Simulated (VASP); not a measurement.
# Cu (P6_3/mmc) in VASP: single point with PBE

Aim: the single point of Cu with PBE.

Program: VASP 6.6.1. These are calculated values, not measurements. Logs are shortened: lines on timing, memory, paths and dates and some standing lists are left out, and cuts for length are marked.

### Step 1. The cell of the first run

Symmetry: P6_3/mmc, No. 194, hexagonal system. The conventional cell has a = 2.534 Å, b = 2.534 Å, c = 4.113 Å, α = 90.00°, β = 90.00°, γ = 120.00°. Cu (site symmetry -6m2) has 12 Cu at 2.52 to 2.53 Å within 3.3 Å.

### Step 2. Single point, PBE

The input, INCAR:

```
SYSTEM = Cu
PREC = Accurate
ENCUT = 520
EDIFF = 1E-7
ISMEAR = 0
SIGMA = 0.15
LREAL = .FALSE.
LASPH = .TRUE.
NELM = 100
ALGO = Fast
ISIF = 2
LWAVE = .FALSE.
LCHARG = .TRUE.
GGA = PE
LELF = .TRUE.
LVHAR = .TRUE.
NBANDS = 18
```

The input, KPOINTS:

```
regular mesh
0
G
  24 24 12
  0 0 0
```

The input, POSCAR:

```
Cu
1.0
    2.5340966698      0.0000000000      0.0000000000
   -1.2670483349      2.1945920917      0.0000000000
    0.0000000000      0.0000000000      4.1125710000
Cu
2
Direct
    0.3333333333      0.6666666667      0.2500000000
    0.6666666667      0.3333333333      0.7500000000
```

Potentials or basis: VASP PAW PBE potentials, release 64 (Cu).

Command:

```console
$ cat potpaw_PBE.64/Cu/POTCAR > POTCAR
$ mpirun -np 1 vasp_std > vasp.out
```

OUTCAR:

```text
SYSTEM = Cu
   PREC = Accurate
   ENCUT = 520
   EDIFF = 1E-7
   ISMEAR = 0
   LREAL = .FALSE.
   LASPH = .TRUE.
   NELM = 100
   ISIF = 2
   GGA = PE

 ion  position               nearest neighbor table
   1  0.333  0.667  0.250-   2 2.52   2 2.52   2 2.52   2 2.52   2 2.52   2 2.52
   2  0.667  0.333  0.750-   1 2.52   1 2.52   1 2.52   1 2.52   1 2.52   1 2.52

  LATTYP: Found a hexagonal cell.
 ALAT       =     2.5340966698
 C/A-ratio  =     1.6228942838

  Lattice vectors:

 A1 = (   2.5340966698,   0.0000000000,   0.0000000000)
 A2 = (  -1.2670483349,   2.1945920917,   0.0000000000)
 A3 = (   0.0000000000,   0.0000000000,   4.1125710000)

Analysis of symmetry for initial positions (statically):
=====================================================================
 Subroutine PRICEL returns:
 Original cell was already a primitive cell.

 Routine SETGRP: Setting up the symmetry group for a
 hexagonal supercell.

 Subroutine GETGRP returns: Found 24 space group operations
 (whereof 12 operations were pure point group operations)
 out of a pool of 24 trial point group operations.

The static configuration has the point symmetry D_3d.
 The point group associated with its full space group is D_6h.

Analysis of symmetry for dynamics (positions and initial velocities):
=====================================================================
 Subroutine PRICEL returns:
 Original cell was already a primitive cell.

 Routine SETGRP: Setting up the symmetry group for a
 hexagonal supercell.

 Subroutine GETGRP returns: Found 24 space group operations
 (whereof 12 operations were pure point group operations)
 out of a pool of 24 trial point group operations.

The dynamic configuration has the point symmetry D_3d.
 The point group associated with its full space group is D_6h.

 Subroutine INISYM returns: Found 24 space group operations
 (whereof 12 operations are pure point group operations),
 and found     1 'primitive' translations

----------------------------------------------------------------------------------------

                                     Primitive cell

  volume of cell :      22.8713

  direct lattice vectors                    reciprocal lattice vectors
     2.534096670  0.000000000  0.000000000     0.394617937  0.227832772  0.000000000
    -1.267048335  2.194592092  0.000000000     0.000000000  0.455665544  0.000000000
     0.000000000  0.000000000  4.112571000     0.000000000  0.000000000  0.243156896

  length of vectors
     2.534096670  2.534096670  4.112571000     0.455665544  0.455665544  0.243156896

  position of ions in fractional coordinates (direct lattice)
     0.333333333  0.666666667  0.250000000
     0.666666667  0.333333333  0.750000000

  ion indices of the primitive-cell ions
   primitive index   ion index
                 1           1
                 2           2

----------------------------------------------------------------------------------------

 KPOINTS: regular mesh

Automatic generation of k-mesh.
 Grid dimensions read from file:
 generate k-points for:   24   24   12

 Generating k-lattice:

  Cartesian coordinates                     Fractional coordinates (reciprocal lattice)
     0.016442414  0.009493032  0.000000000     0.041666667 -0.000000000  0.000000000
     0.000000000  0.018986064  0.000000000     0.000000000  0.041666667  0.000000000
     0.000000000  0.000000000  0.020263075     0.000000000  0.000000000  0.083333333

  Length of vectors
     0.018986064  0.018986064  0.020263075

  Shift w.r.t. Gamma in fractional coordinates (k-lattice)
     0.000000000  0.000000000  0.000000000

 Subroutine IBZKPT returns following result:
 ===========================================

 Found    427 irreducible k-points:

 Following reciprocal coordinates:
            Coordinates               Weight
  0.000000  0.000000  0.000000      1.000000
  0.041667 -0.000000  0.000000      6.000000
  0.083333 -0.000000  0.000000      6.000000
  0.125000  0.000000  0.000000      6.000000
  0.166667 -0.000000  0.000000      6.000000
  0.208333  0.000000  0.000000      6.000000
[... 16 lines left out ...]
  0.416667  0.041667  0.000000     12.000000
  0.458333  0.041667  0.000000     12.000000
 [... further k-points ...]
   k-points           NKPTS =    427   k-points in BZ     NKDIM =    427   number of bands    NBANDS=     18
   number of dos      NEDOS =    301   number of ions     NIONS =      2
   total plane-waves  NPLWV =  12800
   dimension x,y,z NGX =    20 NGY =   20 NGZ =   32
   dimension x,y,z NGXF=    40 NGYF=   40 NGZF=   64
   ions per type =               2
   NGX,Y,Z   is equivalent  to a cutoff of  13.12, 13.12, 12.94 a.u.
   NGXF,Y,Z  is equivalent  to a cutoff of  26.24, 26.24, 25.87 a.u.
 SYSTEM =  Cu
   PREC   = accura    normal or accurate (medium, high low for compatibility)
   ISTART =      0    job   : 0-new  1-cont  2-samecut
   ICHARG =      2    charge: 1-file 2-atom 10-const
   ISPIN  =      1    spin polarized calculation?
   LNONCOLLINEAR =      F non collinear calculations
   LSORBIT =      F    spin-orbit coupling
   LASPH  =      T    aspherical Exc in radial PAW
   ENCUT  =  520.0 eV  38.22 Ry    6.18 a.u.   4.71  4.71  7.65*2*pi/ulx,y,z
   NELM   =    100;   NELMIN=  2; NELMDL= -5     # of ELM steps
   EDIFF  = 0.1E-06   stopping-criterion for ELM
   LREAL  =      F    real-space projection
   EDIFFG = 0.1E-05   stopping-criterion for IOM
   NSW    =      0    number of steps for IOM
   IBRION =     -1    ionic relax: 0-MD 1-quasi-New 2-CG
   NFREE  =      0    steps in history (QN), initial steepest desc. (CG)
   ISIF   =      2    stress and relaxation
   ISYM   =      2    0-nonsym 1-usesym 2-fastsym
   POTIM  = 0.5000    time-step for ionic-motion
   TEBEG  =    0.0;   TEEND  =   0.0 temperature during run
   PSTRESS=    0.0 pullay stress
   NELECT =      22.0000    total number of electrons
   NUPDOWN=      -1.0000    fix difference up-down
   EMIN   =  10.00;   EMAX   =-10.00  energy-range for DOS
   EFERMI =   0.00;   METHOD = LEGACY
   ISMEAR =     0;   SIGMA  =   0.15  broadening in eV -4-tet -1-fermi 0-gaus
   EFERMI_NEDOS =   21; number of points for ismear=-14 and -15
   IALGO  =     68    algorithm
   IMIX   =      4    mixing-type and parameters
     AMIX     =   0.40;   BMIX     =  1.00
     AMIX_MAG =   1.60;   BMIX_MAG =  1.00
  volume/ion in A,a.u.               =      11.44        77.17
  Fermi-wavevector in a.u.,A,eV,Ry     =   1.616041  3.053874 35.532800  2.611587
  Thomas-Fermi vector in A             =   2.710691
   LORBIT       =      0    0 simple, 1 ext, 2 COOP (PROOUT), +10 PAW based schemes
   GGA     = PE    functional components
   LHFCALC =     F    Hartree Fock is set to
   AEXX    =    0.0000 exact exchange contribution
   IVDW    =     0    specifies the selected vdW correction
   LEPSILON=     F    determine dielectric tensor
   LRPA    =     F    only Hartree local field effects (RPA)
 non-spin polarized calculation
 RMM-DIIS sequential band-by-band and
 Gauss-broadening in eV      SIGMA  =   0.15
  energy-cutoff  :      520.00
  volume of cell :       22.87
 maximum number of plane-waves:       640
 NGX is ok and might be reduce to    20
   NGX =  9   NGY =  9   NGZ = 15

 number of electron      21.9999979 magnetization

 Free energy of the ion-electron system (eV)
  ---------------------------------------------------
  ext. energy  EPLUGINS =         0.00000000
  ---------------------------------------------------
  free energy    TOTEN  =        -7.41564928 eV

  energy without entropy =       -7.40937969  energy(sigma->0) =       -7.41251448

 E-fermi :   7.9795     XC(G=0): -12.9137

 val. band max:        7.9753821933   @ k =   0.5000   0.0000   0.0000
 cond. band min:       7.9830686214   @ k =   0.3750   0.1250   0.3333
 fundamental gap:      0.0076864282
 Fermi energy:         7.9794772462

 k-point     1 :       0.0000    0.0000    0.0000
  band No.  band energies     occupation
      1      -1.6078      2.00000
      2       2.7411      2.00000
      3       4.8834      2.00000
      4       4.9223      2.00000
      5       4.9223      2.00000
      6       5.1458      2.00000
[... 10 lines left out ...]
     17      31.7570      0.00000
     18      31.8445      0.00000

 k-point     2 :       0.0417   -0.0000    0.0000
  band No.  band energies     occupation
      1      -1.5504      2.00000
      2       2.7745      2.00000
      3       4.8262      2.00000
      4       4.9437      2.00000
      5       4.9739      2.00000
      6       5.1349      2.00000
[... 10 lines left out ...]
     17      32.3328      0.00000
     18      32.6129      0.00000

 k-point     3 :       0.0833   -0.0000    0.0000
  band No.  band energies     occupation
      1      -1.3792      2.00000
      2       2.8714      2.00000
      3       4.7415      2.00000
      4       5.0068      2.00000
      5       5.0379      2.00000
      6       5.1102      2.00000
[... 10 lines left out ...]
     17      32.7456      0.00000
     18      32.8775      0.00000

 k-point     4 :       0.1250    0.0000    0.0000
  band No.  band energies     occupation
      1      -1.0970      2.00000
      2       3.0204      2.00000
      3       4.6436      2.00000
      4       5.0324      2.00000
      5       5.0466      2.00000
      6       5.1088      2.00000
[... 375 lines left out ...]
      4       4.5476      2.00000
      5       4.8571      2.00000
      6       5.0173      2.00000
[... 10 lines left out ...]
     17      21.7662      0.00000
     18      28.0599      0.00000

 k-point    23 :       0.4167    0.0417    0.0000
  band No.  band energies     occupation
      1       2.8160      2.00000
      2       3.3405      2.00000
      3       3.5431      2.00000
      4       4.6845      2.00000
      5       4.8298      2.00000
      6       4.9766      2.00000
[... 10 lines left out ...]
     17      20.9904      0.00000
     18      27.9334      0.00000

 k-point    24 :       0.4583    0.0417    0.0000
  band No.  band energies     occupation
      1       3.0008      2.00000
      2       3.2835      2.00000
      3       3.5075      2.00000
      4       4.7861      2.00000
      5       4.8163      2.00000
      6       4.9550      2.00000
[... 10 lines left out ...]
     17      20.7880      0.00000
     18      27.8726      0.00000

 [... further k-points ...]

------------------------ aborting loop because EDIFF is reached ----------------------------------------

  FORCE on cell =-STRESS in cart. coord.  units (eV):
  Direction    XX          YY          ZZ          XY          YZ          ZX
  --------------------------------------------------------------------------------------
  -------------------------------------------------------------------------------------
  Total        1.0100678      1.0100678      1.2956524     -0.0000000      0.0000000      0.0000000
  in kB       70.7572127     70.7572127     90.7629652     -0.0000000      0.0000000      0.0000000
  external PRESSURE =      77.4257969 kB  Pullay stress =       0.0000000 kB

 VOLUME and BASIS-vectors are now :
 -----------------------------------------------------------------------------
  energy-cutoff  :      520.00
  volume of cell :       22.87
      direct lattice vectors                 reciprocal lattice vectors
     2.534096670  0.000000000  0.000000000     0.394617937  0.227832772  0.000000000
    -1.267048335  2.194592092  0.000000000     0.000000000  0.455665544  0.000000000
     0.000000000  0.000000000  4.112571000     0.000000000  0.000000000  0.243156896

 POSITION                                       TOTAL-FORCE (eV/Angst)
 -----------------------------------------------------------------------------------
     -0.00000      1.46306      1.02814         0.000000     -0.000000      0.000000
      1.26705      0.73153      3.08443        -0.000000      0.000000      0.000000
 -----------------------------------------------------------------------------------
    total drift:                               -0.000000      0.000000     -0.000000

  FREE ENERGIE OF THE ION-ELECTRON SYSTEM (eV)
  ---------------------------------------------------
  free  energy   TOTEN  =        -7.4156492812 eV

  energy  without entropy=       -7.4093796861  energy(sigma->0) =       -7.41251448
```

It took 1.7 min on 1 thread of Intel Xeon 6975P-C, shared host; peak memory 0.26 GiB.

Results:

| Quantity | Value |
| --- | --- |
| Free energy | -7.4156 eV |
| Pressure | 7.7 GPa |
| Band gap on the k mesh | zero (band 11 reaches 12.08 eV, above the bottom of band 12 at 5.99 eV) |

Stress tensor (GPa, compression positive):
```
7.08 0.00 0.00
0.00 7.08 0.00
0.00 0.00 9.08
```
